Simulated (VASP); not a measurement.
# K4Sn (I-43m) in VASP: notebook

Runs on K4Sn. Level: PBE. Tasks: single point, relaxation of cell and atoms.

Everything below comes from runs of VASP 6.6.1. Logs are shortened: lines on timing, memory, paths and dates and some standing lists are left out, and cuts for length are marked.

**1. The cell of the first run**

It takes space group I-43m (No. 217, cubic). The conventional cell has a = 6.909 Å, b = 6.909 Å, c = 6.909 Å, α = 90.00°, β = 90.00°, γ = 90.00°. Within 3.6 Å of K (site symmetry 3m) lie 2 Sn at 2.62 to 3.36 Å and 6 K at 3.51 Å. Sn (site symmetry -43m) has 8 K at 2.62 to 3.36 Å within 3.5 Å.

**2. Single point, PBE**

File INCAR:

```
  PREC = Accurate
  ENCUT = 520
  EDIFF = 1E-6
  ISMEAR = 0
  SIGMA = 0.1
  LREAL = F
  LASPH = T
  NELM = 100
  ALGO = Normal
  ISIF = 2
  LWAVE = F
  LCHARG = F
  GGA = PE
  NBANDS = 33
```

File KPOINTS:

```
regular mesh
0
Gamma
  4 4 4
```

File POSCAR:

```
K4Sn
1.0
   -3.4542582500      3.4542582500      3.4542582500
    3.4542582500     -3.4542582500      3.4542582500
    3.4542582500      3.4542582500     -3.4542582500
K Sn
4 1
Direct
    0.5618423900      0.5618423900      0.5618423900
    0.4381576100      0.0000000000      0.0000000000
    0.0000000000      0.0000000000      0.4381576100
    0.0000000000      0.4381576100      0.0000000000
    0.0000000000      0.0000000000      0.0000000000
```

Potentials or basis: VASP PAW PBE potentials, release 64 (K_sv, Sn_d).

Command:

```console
$ cat potpaw_PBE.64/K_sv/POTCAR potpaw_PBE.64/Sn_d/POTCAR > POTCAR
$ mpirun -np 1 vasp_std > vasp.out
```

OUTCAR:

```text
PREC = Accurate
   ENCUT = 520
   EDIFF = 1E-6
   ISMEAR = 0
   LREAL = F
   LASPH = T
   NELM = 100
   ISIF = 2
   GGA = PE

 ion  position               nearest neighbor table
   1  0.562  0.562  0.562-   5 2.62   5 3.36   4 3.51   2 3.51   2 3.51   4 3.51   3 3.51   3 3.51

   2  0.438  0.000  0.000-   5 2.62   5 3.36   3 3.51   1 3.51   1 3.51   4 3.51   3 3.51   4 3.51

   3  0.000  0.000  0.438-   5 2.62   5 3.36   4 3.51   1 3.51   1 3.51   2 3.51   4 3.51   2 3.51

   4  0.000  0.438  0.000-   5 2.62   5 3.36   3 3.51   1 3.51   1 3.51   2 3.51   3 3.51   2 3.51

   5  0.000  0.000  0.000-   1 2.62   2 2.62   3 2.62   4 2.62   1 3.36   3 3.36   4 3.36   2 3.36

  LATTYP: Found a body centered cubic cell.
 ALAT       =     6.9085165000

  Lattice vectors:

 A1 = (  -3.4542582500,   3.4542582500,   3.4542582500)
 A2 = (   3.4542582500,  -3.4542582500,   3.4542582500)
 A3 = (   3.4542582500,   3.4542582500,  -3.4542582500)

Analysis of symmetry for initial positions (statically):
=====================================================================
 Subroutine PRICEL returns:
 Original cell was already a primitive cell.

 Routine SETGRP: Setting up the symmetry group for a
 body centered cubic supercell.

 Subroutine GETGRP returns: Found 24 space group operations
 (whereof 24 operations were pure point group operations)
 out of a pool of 48 trial point group operations.

The static configuration has the point symmetry T_d .

Analysis of symmetry for dynamics (positions and initial velocities):
=====================================================================
 Subroutine PRICEL returns:
 Original cell was already a primitive cell.

 Routine SETGRP: Setting up the symmetry group for a
 body centered cubic supercell.

 Subroutine GETGRP returns: Found 24 space group operations
 (whereof 24 operations were pure point group operations)
 out of a pool of 48 trial point group operations.

The dynamic configuration has the point symmetry T_d .

 Subroutine INISYM returns: Found 24 space group operations
 (whereof 24 operations are pure point group operations),
 and found     1 'primitive' translations

----------------------------------------------------------------------------------------

                                     Primitive cell

  volume of cell :     164.8635

  direct lattice vectors                    reciprocal lattice vectors
    -3.454258250  3.454258250  3.454258250     0.000000000  0.144748876  0.144748876
     3.454258250 -3.454258250  3.454258250     0.144748876  0.000000000  0.144748876
     3.454258250  3.454258250 -3.454258250     0.144748876  0.144748876  0.000000000

  length of vectors
     5.982950791  5.982950791  5.982950791     0.204705824  0.204705824  0.204705824

  position of ions in fractional coordinates (direct lattice)
     0.561842390  0.561842390  0.561842390
     0.438157610  0.000000000  0.000000000
     0.000000000  0.000000000  0.438157610
     0.000000000  0.438157610  0.000000000
     0.000000000  0.000000000  0.000000000

  ion indices of the primitive-cell ions
   primitive index   ion index
                 1           1
                 2           2
                 3           3
                 4           4
                 5           5

----------------------------------------------------------------------------------------

 KPOINTS: regular mesh

Automatic generation of k-mesh.
 Grid dimensions read from file:
 generate k-points for:    4    4    4

 Generating k-lattice:

  Cartesian coordinates                     Fractional coordinates (reciprocal lattice)
     0.000000000  0.036187219  0.036187219     0.250000000  0.000000000  0.000000000
     0.036187219  0.000000000  0.036187219     0.000000000  0.250000000  0.000000000
     0.036187219  0.036187219  0.000000000     0.000000000  0.000000000  0.250000000

  Length of vectors
     0.051176456  0.051176456  0.051176456

  Shift w.r.t. Gamma in fractional coordinates (k-lattice)
     0.000000000  0.000000000  0.000000000

 Subroutine IBZKPT returns following result:
 ===========================================

 Found      8 irreducible k-points:

 Following reciprocal coordinates:
            Coordinates               Weight
  0.000000  0.000000  0.000000      1.000000
  0.250000  0.000000  0.000000     12.000000
  0.500000  0.000000  0.000000      6.000000
  0.250000  0.250000  0.000000     24.000000
  0.250000  0.250000  0.250000      2.000000
 -0.250000  0.250000  0.250000      6.000000
  0.500000  0.500000  0.250000     12.000000
  0.500000  0.500000  0.500000      1.000000
   k-points           NKPTS =      8   k-points in BZ     NKDIM =      8   number of bands    NBANDS=     33
   number of dos      NEDOS =    301   number of ions     NIONS =      5
   total plane-waves  NPLWV = 110592
   dimension x,y,z NGX =    48 NGY =   48 NGZ =   48
   dimension x,y,z NGXF=    96 NGYF=   96 NGZF=   96
   ions per type =               4   1
   NGX,Y,Z   is equivalent  to a cutoff of  13.34, 13.34, 13.34 a.u.
   NGXF,Y,Z  is equivalent  to a cutoff of  26.68, 26.68, 26.68 a.u.
 SYSTEM =  unknown system
   PREC   = accura    normal or accurate (medium, high low for compatibility)
   ISTART =      0    job   : 0-new  1-cont  2-samecut
   ICHARG =      2    charge: 1-file 2-atom 10-const
   ISPIN  =      1    spin polarized calculation?
   LNONCOLLINEAR =      F non collinear calculations
   LSORBIT =      F    spin-orbit coupling
   LASPH  =      T    aspherical Exc in radial PAW
   ENCUT  =  520.0 eV  38.22 Ry    6.18 a.u.  11.12 11.12 11.12*2*pi/ulx,y,z
   NELM   =    100;   NELMIN=  2; NELMDL= -5     # of ELM steps
   EDIFF  = 0.1E-05   stopping-criterion for ELM
   LREAL  =      F    real-space projection
   EDIFFG = 0.1E-04   stopping-criterion for IOM
   NSW    =      0    number of steps for IOM
   IBRION =     -1    ionic relax: 0-MD 1-quasi-New 2-CG
   NFREE  =      0    steps in history (QN), initial steepest desc. (CG)
   ISIF   =      2    stress and relaxation
   ISYM   =      2    0-nonsym 1-usesym 2-fastsym
   POTIM  = 0.5000    time-step for ionic-motion
   TEBEG  =    0.0;   TEEND  =   0.0 temperature during run
   PSTRESS=    0.0 pullay stress
   NELECT =      50.0000    total number of electrons
   NUPDOWN=      -1.0000    fix difference up-down
   EMIN   =  10.00;   EMAX   =-10.00  energy-range for DOS
   EFERMI =   0.00;   METHOD = LEGACY
   ISMEAR =     0;   SIGMA  =   0.10  broadening in eV -4-tet -1-fermi 0-gaus
   EFERMI_NEDOS =   21; number of points for ismear=-14 and -15
   IALGO  =     38    algorithm
   IMIX   =      4    mixing-type and parameters
     AMIX     =   0.40;   BMIX     =  1.00
     AMIX_MAG =   1.60;   BMIX_MAG =  1.00
  volume/ion in A,a.u.               =      32.97       222.51
  Fermi-wavevector in a.u.,A,eV,Ry     =   1.099909  2.078526 16.460321  1.209799
  Thomas-Fermi vector in A             =   2.236311
   LORBIT       =      0    0 simple, 1 ext, 2 COOP (PROOUT), +10 PAW based schemes
   GGA     = PE    functional components
   LHFCALC =     F    Hartree Fock is set to
   AEXX    =    0.0000 exact exchange contribution
   IVDW    =     0    specifies the selected vdW correction
   LEPSILON=     F    determine dielectric tensor
   LRPA    =     F    only Hartree local field effects (RPA)
 non-spin polarized calculation
 Gauss-broadening in eV      SIGMA  =   0.10
  energy-cutoff  :      520.00
  volume of cell :      164.86
 maximum number of plane-waves:      4508
 NGX is ok and might be reduce to    48
   NGX = 23   NGY = 23   NGZ = 23

 number of electron      50.0000000 magnetization

 Free energy of the ion-electron system (eV)
  ---------------------------------------------------
  ext. energy  EPLUGINS =         0.00000000
  ---------------------------------------------------
  free energy    TOTEN  =        -2.52832797 eV

  energy without entropy =       -2.50642489  energy(sigma->0) =       -2.51737643

 E-fermi :   2.8704     XC(G=0):  -8.0197

 val. band max:        2.8620955915   @ k =   0.2500   0.0000   0.0000
 cond. band min:       3.0376806704   @ k =  -0.2500   0.2500   0.2500
 fundamental gap:      0.1755850789
 Fermi energy:         2.8704178529

 k-point     1 :       0.0000    0.0000    0.0000
  band No.  band energies     occupation
      1     -28.7382      2.00000
      2     -28.6250      2.00000
      3     -28.6250      2.00000
      4     -28.6250      2.00000
      5     -18.0766      2.00000
      6     -18.0766      2.00000
[... 25 lines left out ...]
     32       6.1844      0.00000
     33       6.1844      0.00000

 k-point     2 :       0.2500    0.0000    0.0000
  band No.  band energies     occupation
      1     -28.7205      2.00000
      2     -28.6403      2.00000
      3     -28.6260      2.00000
      4     -28.6254      2.00000
      5     -18.0899      2.00000
      6     -18.0836      2.00000
[... 25 lines left out ...]
     32       6.3349      0.00000
     33       6.6652      0.00000

 k-point     3 :       0.5000    0.0000    0.0000
  band No.  band energies     occupation
      1     -28.6814      2.00000
      2     -28.6771      2.00000
      3     -28.6270      2.00000
      4     -28.6258      2.00000
      5     -18.1030      2.00000
      6     -18.0906      2.00000
[... 25 lines left out ...]
     32       6.3467      0.00000
     33       6.5452      0.00000

 k-point     4 :       0.2500    0.2500    0.0000
  band No.  band energies     occupation
      1     -28.6913      2.00000
      2     -28.6525      2.00000
      3     -28.6511      2.00000
      4     -28.6165      2.00000
      5     -18.0994      2.00000
      6     -18.0903      2.00000
[... 25 lines left out ...]
     32       6.3104      0.00000
     33       6.7540      0.00000

 k-point     5 :       0.2500    0.2500    0.2500
  band No.  band energies     occupation
      1     -28.6571      2.00000
      2     -28.6516      2.00000
      3     -28.6516      2.00000
      4     -28.6516      2.00000
      5     -18.0903      2.00000
      6     -18.0903      2.00000
[... 25 lines left out ...]
     32       6.4787      0.00000
     33       6.4804      0.00000

 k-point     6 :      -0.2500    0.2500    0.2500
  band No.  band energies     occupation
      1     -28.7075      2.00000
      2     -28.6507      2.00000
      3     -28.6507      2.00000
      4     -28.6021      2.00000
      5     -18.0903      2.00000
      6     -18.0903      2.00000
[... 25 lines left out ...]
     32       6.4240      0.00000
     33       7.2794      0.00000

 k-point     7 :       0.5000    0.5000    0.2500
  band No.  band energies     occupation
      1     -28.6788      2.00000
      2     -28.6766      2.00000
      3     -28.6614      2.00000
      4     -28.5927      2.00000
      5     -18.1033      2.00000
      6     -18.0971      2.00000
[... 25 lines left out ...]
     32       6.6049      0.00000
     33       7.0702      0.00000

 k-point     8 :       0.5000    0.5000    0.5000
  band No.  band energies     occupation
      1     -28.6761      2.00000
      2     -28.6761      2.00000
      3     -28.6761      2.00000
      4     -28.5792      2.00000
      5     -18.1036      2.00000
      6     -18.1036      2.00000
[... 25 lines left out ...]
     32       6.9928      0.00000
     33       6.9929      0.00000

------------------------ aborting loop because EDIFF is reached ----------------------------------------

  FORCE on cell =-STRESS in cart. coord.  units (eV):
  Direction    XX          YY          ZZ          XY          YZ          ZX
  --------------------------------------------------------------------------------------
  -------------------------------------------------------------------------------------
  Total       18.1745137     18.1745137     18.1745137      0.0000000      0.0000000      0.0000000
  in kB      176.6237006    176.6237006    176.6237006      0.0000000      0.0000000      0.0000000
  external PRESSURE =     176.6237006 kB  Pullay stress =       0.0000000 kB

 VOLUME and BASIS-vectors are now :
 -----------------------------------------------------------------------------
  energy-cutoff  :      520.00
  volume of cell :      164.86
      direct lattice vectors                 reciprocal lattice vectors
    -3.454258250  3.454258250  3.454258250     0.000000000  0.144748876  0.144748876
     3.454258250 -3.454258250  3.454258250     0.144748876  0.000000000  0.144748876
     3.454258250  3.454258250 -3.454258250     0.144748876  0.144748876  0.000000000

 POSITION                                       TOTAL-FORCE (eV/Angst)
 -----------------------------------------------------------------------------------
      1.94075      1.94075      1.94075        -1.720018     -1.720018     -1.720018
     -1.51351      1.51351      1.51351        -1.720018      1.720018      1.720018
      1.51351      1.51351     -1.51351         1.720018      1.720018     -1.720018
      1.51351     -1.51351      1.51351         1.720018     -1.720018      1.720018
      0.00000      0.00000      0.00000        -0.000000     -0.000000     -0.000000
 -----------------------------------------------------------------------------------
    total drift:                                0.000000      0.000000      0.000000

  FREE ENERGIE OF THE ION-ELECTRON SYSTEM (eV)
  ---------------------------------------------------
  free  energy   TOTEN  =        -2.5283279653 eV

  energy  without entropy=       -2.5064248927  energy(sigma->0) =       -2.51737643
```

It took 34 s on 1 thread of Intel Xeon 6975P-C (Granite Rapids), shared host; peak memory 0.32 GiB.

Results:

```yaml
Free_energy: -2.5283 eV
Pressure: 17.7 GPa
Largest_force: 2.979 eV/Å
Band_gap_on_the_k_mesh: zero (bands 25 and 26 overlap by 0.54 eV)
```

Forces on the atoms (eV/Å):
```
K   -1.720 -1.720 -1.720
K   -1.720  1.720  1.720
K    1.720  1.720 -1.720
K    1.720 -1.720  1.720
Sn   0.000  0.000  0.000
```

Levels at points of the mesh, in eV from the Fermi level:
| k point | band 23 | band 24 | band 25 | band 26 | band 27 | band 28 |
| --- | --- | --- | --- | --- | --- | --- |
| (0.00, 0.00, 0.00) | -1.40 | 0.54 | 0.54 | 0.54 | 0.61 | 0.61 |
| (0.50, 0.00, 0.00) | -1.84 | -0.59 | -0.23 | 0.19 | 0.80 | 1.87 |
| (0.50, 0.50, 0.50) | -1.57 | -1.57 | -1.57 | 0.71 | 0.71 | 1.86 |

Caveat: the cell stands under pressure; spin-orbit coupling is left out, which moves the levels of the heavy elements; forces of over 1 eV/Å act on the atoms, so gaps and moduli don't describe the material at rest.

**3. Relaxation of cell and atoms, PBE**

File INCAR:

```
SYSTEM = K4Sn
  ALGO = Normal
  EDIFF = 1E-6
  EDIFFG = -0.04
  ENCUT = 600
  GGA = PE
  IBRION = 2
  ISIF = 3
  ISMEAR = 0
  LASPH = .TRUE.
  LCHARG = .FALSE.
  LREAL = .FALSE.
  LWAVE = .FALSE.
  NELM = 80
  NSW = 90
  PREC = Accurate
  SIGMA = 0.1
```

File KPOINTS:

```
k-points
0
G
  4 4 4
  0 0 0
```

POSCAR is that of step 2.

Potentials or basis: VASP PAW PBE potentials, release 64 (K_sv, Sn_d).

Command:

```console
$ cat potpaw_PBE.64/K_sv/POTCAR potpaw_PBE.64/Sn_d/POTCAR > POTCAR
$ mpirun -np 1 vasp_std > vasp.out
```

OUTCAR:

```text
SYSTEM = K4Sn
   EDIFF = 1E-6
   EDIFFG = -0.04
   ENCUT = 600
   GGA = PE
   IBRION = 2
   ISIF = 3
   ISMEAR = 0
   LASPH = .TRUE.
   LREAL = .FALSE.
   NELM = 80
   NSW = 90
   PREC = Accurate

 ion  position               nearest neighbor table
   1  0.562  0.562  0.562-   5 2.62   5 3.36   4 3.51   2 3.51   2 3.51   4 3.51   3 3.51   3 3.51

   2  0.438  0.000  0.000-   5 2.62   5 3.36   3 3.51   1 3.51   1 3.51   4 3.51   3 3.51   4 3.51

   3  0.000  0.000  0.438-   5 2.62   5 3.36   4 3.51   1 3.51   1 3.51   2 3.51   4 3.51   2 3.51

   4  0.000  0.438  0.000-   5 2.62   5 3.36   3 3.51   1 3.51   1 3.51   2 3.51   3 3.51   2 3.51

   5  0.000  0.000  0.000-   1 2.62   2 2.62   3 2.62   4 2.62   1 3.36   3 3.36   4 3.36   2 3.36

  LATTYP: Found a body centered cubic cell.
 ALAT       =     6.9085165000

  Lattice vectors:

[... 280 lines left out ...]

  energy  without entropy=       -8.0149663339  energy(sigma->0) =       -8.02209617

[... ionic steps 4 to 11 ...]

--------------------------------------- Ionic step       12  -------------------------------------------

 number of electron      49.9999977 magnetization

------------------------ aborting loop because EDIFF is reached ----------------------------------------
[... 73 lines left out ...]
--------------------------------------- Ionic step       14  -------------------------------------------

 number of electron      50.0000007 magnetization

 Free energy of the ion-electron system (eV)
  ---------------------------------------------------
  ext. energy  EPLUGINS =         0.00000000
  ---------------------------------------------------
  free energy    TOTEN  =        -8.18352165 eV

  energy without entropy =       -8.16879531  energy(sigma->0) =       -8.17615848

 E-fermi :   0.3759     XC(G=0):  -6.0444

 val. band max:        0.2825975566   @ k =   0.2500   0.0000   0.0000
 cond. band min:       0.4019255292   @ k =   0.0000   0.0000   0.0000
 fundamental gap:      0.1193279725
 Fermi energy:         0.3758608440

 k-point     1 :       0.0000    0.0000    0.0000
  band No.  band energies     occupation
      1     -31.3786      2.00000
      2     -31.3686      2.00000
      3     -31.3686      2.00000
      4     -31.3686      2.00000
      5     -20.1131      2.00000
      6     -20.1131      2.00000
[... 285 lines left out ...]
  FREE ENERGIE OF THE ION-ELECTRON SYSTEM (eV)
  ---------------------------------------------------
  free  energy   TOTEN  =        -8.1835216495 eV

  energy  without entropy=       -8.1687953108  energy(sigma->0) =       -8.17615848

 reached required accuracy - stopping structural energy minimisation
```

Wall time 6.4 min (1 thread of Intel Xeon 6975P-C (Granite Rapids), shared host); peak memory 0.34 GiB.

What came out:

```yaml
Free_energy: -8.1835 eV
Relaxed_volume: 61.60 Å³/atom
Relaxed_cell: a = 7.369 Å, b = 7.369 Å, c = 7.369 Å, α = 109.47°, β = 109.47°, γ = 109.47°
Space_group_after_relaxing_to_0.1_Å: Im-3m (No. 229)
Energy_gained_by_relaxing: 1130.9 meV/atom
Ionic_steps: 14
Pressure_after_relaxing: -0.1 GPa
Largest_force_after_relaxing: 0.011 eV/Å
Band_gap_on_the_k_mesh: zero (filled and empty bands touch)
```

Forces on the atoms (eV/Å):
```
K    0.007  0.007  0.007
K    0.007 -0.007 -0.007
K   -0.007 -0.007  0.007
K   -0.007  0.007 -0.007
Sn   0.000  0.000  0.000
```

The path:
```csv
step,energy change (eV),largest force (eV/Å),pressure (GPa),volume (Å³)
1,0.0000,2.9791,17.68,164.86
2,-5.3293,0.4267,1.53,267.83
3,-5.5005,0.2913,0.69,288.03
4,-5.5623,0.1164,-0.39,331.43
5,-5.5770,0.1580,-0.13,317.81
6,-5.5764,0.1709,-0.05,314.08
7,-5.5823,0.1675,-0.03,312.50
8,-5.5979,0.1556,0.05,307.79
9,-5.6189,0.1285,0.21,298.52
10,-5.6085,0.0474,0.65,280.54
11,-5.6237,0.1057,0.34,292.14
12,-5.6315,0.0912,0.29,293.70
13,-5.6483,0.0519,0.14,298.43
14,-5.6547,0.0113,-0.09,308.02
```

Final structure:
```
K Sn
1.0
    -4.25442    4.25442    4.25442
     4.25442   -4.25442    4.25442
     4.25442    4.25442   -4.25442
K Sn
4 1
Direct
  0.49790 0.49790 0.49790
  0.50210 0.00000 0.00000
  0.00000 0.00000 0.50210
  0.00000 0.50210 0.00000
  0.00000 0.00000 0.00000
```

Caveat: the volume moved by over 15 % at a fixed basis, so the end points are rough; spin-orbit coupling is left out, which moves the levels of the heavy elements.
